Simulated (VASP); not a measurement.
# NaCa18 in VASP: notebook, part 2 of 2

VASP 6.6.1.

## 3. Single point, PBE+D3(BJ)

INCAR

```
ALGO = Normal
EDIFF = 1E-7
ENCUT = 520
GGA = PE
ISIF = 2
ISMEAR = 0
IVDW = 12
LASPH = True
LCHARG = True
LELF = True
LREAL = Auto
LVHAR = True
LWAVE = False
NBANDS = 108
NELM = 60
PREC = Accurate
SIGMA = 0.15
```

KPOINTS

```
k-points
0
Gamma
  3 2 1
```

POSCAR

```
NaCa18
1.0
    7.8913120000      0.0000000000      0.0000000000
    5.9184840000     10.2511150000      0.0000000000
    0.0000000000      0.0000000000     18.4432290000
Ca Na
18 1
Direct
    0.1666666504      0.1111111328      0.0542203862
    0.6666666504      0.1111111328      0.0542203862
    0.1666666748      0.4444444336      0.0542203862
    0.6666666748      0.4444444336      0.0542203862
    0.1666666260      0.7777778320      0.0542203862
    0.6666666260      0.7777778320      0.0542203862
   -0.1662796776      0.2209943991      0.2191423205
    0.3332388068      0.2226853372      0.2167883943
   -0.1663320604      0.5571609527      0.2182160185
    0.3370448175      0.5530073558      0.2201593875
   -0.1627650233      0.8889601765      0.2186459323
    0.3334344233      0.8897873061      0.2179090766
    0.0079065458      0.0032802285      0.3872167938
    0.5007252064      0.0015230538      0.3797497174
    0.0027112151      0.3318390243      0.3805694220
    0.5005877924      0.3291282948      0.3887778545
    0.0026685751      0.6668025868      0.3833207298
    0.5011613081      0.6684904032      0.3839559765
    0.2129756862      0.1343566041      0.5441154583
```

Potentials or basis: VASP PAW PBE potentials, release 64 (Ca_sv, Na_pv).

The run is started by

```
cat potpaw_PBE.64/Ca_sv/POTCAR potpaw_PBE.64/Na_pv/POTCAR > POTCAR
mpirun -np 1 vasp_std > vasp.out
```

OUTCAR:

```text
EDIFF = 1E-7
   ENCUT = 520
   GGA = PE
   ISIF = 2
   ISMEAR = 0
   IVDW = 12
   LASPH = True
   LREAL = Auto
   NELM = 60
   PREC = Accurate
 IVDW          = 12

 ion  position               nearest neighbor table
   1  0.167  0.111  0.054-
   2  0.667  0.111  0.054-
   3  0.167  0.444  0.054-
   4  0.667  0.444  0.054-
   5  0.167  0.778  0.054-
[... 683 lines left out ...]
  -------------------------------------------------------------------------------------
  Total      -4.31658    -4.01985    -0.02865    -0.27260     0.00873    -0.12452
  in kB      -4.63546    -4.31682    -0.03076    -0.29274     0.00937    -0.13372
  external pressure =       -2.99 kB  Pullay stress =        0.00 kB

 VOLUME and BASIS-vectors are now :
 -----------------------------------------------------------------------------
  energy-cutoff  :      520.00
  volume of cell :     1491.96
      direct lattice vectors                 reciprocal lattice vectors
     7.891312000  0.000000000  0.000000000     0.126721640 -0.073162773  0.000000000
     5.918484000 10.251115000  0.000000000     0.000000000  0.097550364  0.000000000
     0.000000000  0.000000000 18.443229000     0.000000000  0.000000000  0.054220440

 POSITION                                       TOTAL-FORCE (eV/Angst)
 -----------------------------------------------------------------------------------
      1.97283      1.13901      1.00000        -0.006039      0.001840     -0.058386
      5.91848      1.13901      1.00000         0.000227     -0.012215     -0.018583
      3.94566      4.55605      1.00000        -0.003467     -0.001808     -0.008532
      7.89131      4.55605      1.00000         0.013657     -0.016293      0.033664
      5.91848      7.97309      1.00000         0.010824     -0.003177      0.028496
      9.86414      7.97309      1.00000         0.000321      0.029265      0.003353
[... 11 lines left out ...]
      7.91127      6.85277      7.08139        -0.001584      0.000651      0.004445
      2.47584      1.37730     10.03525        -0.013545     -0.001770     -0.001285
 -----------------------------------------------------------------------------------
    total drift:                               -0.000580      0.000345      0.002706

  FREE ENERGIE OF THE ION-ELECTRON SYSTEM (eV)
  ---------------------------------------------------
  free  energy   TOTEN  =       -34.6972071538 eV

  energy  without entropy=      -34.3779181725  energy(sigma->0) =      -34.53756266
```

OSZICAR:

```text
N       E                     dE             d eps       ncg     rms          rms(c)
DAV:   1     0.169920325310E+04    0.16992E+04   -0.90294E+04  1112   0.143E+03
DAV:   2     0.996848750055E+02   -0.15995E+04   -0.15820E+04   888   0.442E+02
DAV:   3    -0.118026745173E+02   -0.11149E+03   -0.10868E+03  1324   0.830E+01
[... 16 lines left out ...]
DAV:  20    -0.314649647462E+02   -0.68813E-05   -0.12865E-05  1152   0.712E-03    0.618E-03
DAV:  21    -0.314649671399E+02   -0.23937E-05   -0.19492E-06   872   0.368E-03    0.298E-03
DAV:  22    -0.314649687446E+02   -0.16047E-05   -0.10254E-06   808   0.257E-03    0.914E-04
DAV:  23    -0.314649694353E+02   -0.69064E-06   -0.24343E-07   704   0.138E-03    0.113E-03
DAV:  24    -0.314649694779E+02   -0.42572E-07   -0.56579E-08   648   0.760E-04
   1 F= -.34697207E+02 E0= -.34537563E+02  d E =-.319289E+00
```

Wall time 47 min (1 thread of Intel Xeon Platinum 8259CL at 2.50GHz (Skylake/Cascade Lake), shared host); peak memory 1.5 GiB.

What came out:

```yaml
Free_energy: -34.6972 eV
Largest_force: 0.059 eV/Å
Band_gap_on_the_k_mesh: zero (an odd number of electrons rules out a gap without spin polarisation)
Dispersion_energy_per_atom: -0.170 eV
```

Forces in eV/Å, atoms in the order of the input:
```
Ca  -0.006  0.002 -0.058
Ca   0.000 -0.012 -0.019
Ca  -0.003 -0.002 -0.009
Ca   0.014 -0.016  0.034
Ca   0.011 -0.003  0.028
Ca   0.000  0.029  0.003
Ca   0.000 -0.002 -0.003
Ca   0.001  0.001 -0.001
Ca  -0.002 -0.003 -0.001
Ca  -0.001  0.001  0.001
Ca   0.002  0.002  0.000
Ca  -0.004  0.002  0.000
Ca   0.006  0.003  0.007
Ca  -0.002 -0.002  0.004
Ca  -0.001  0.001  0.004
Ca   0.002  0.003  0.003
Ca  -0.002 -0.002  0.003
Ca  -0.002  0.001  0.004
Na  -0.014 -0.002 -0.001
```

Caveat: there is no dipole correction, which matters where the two faces differ.
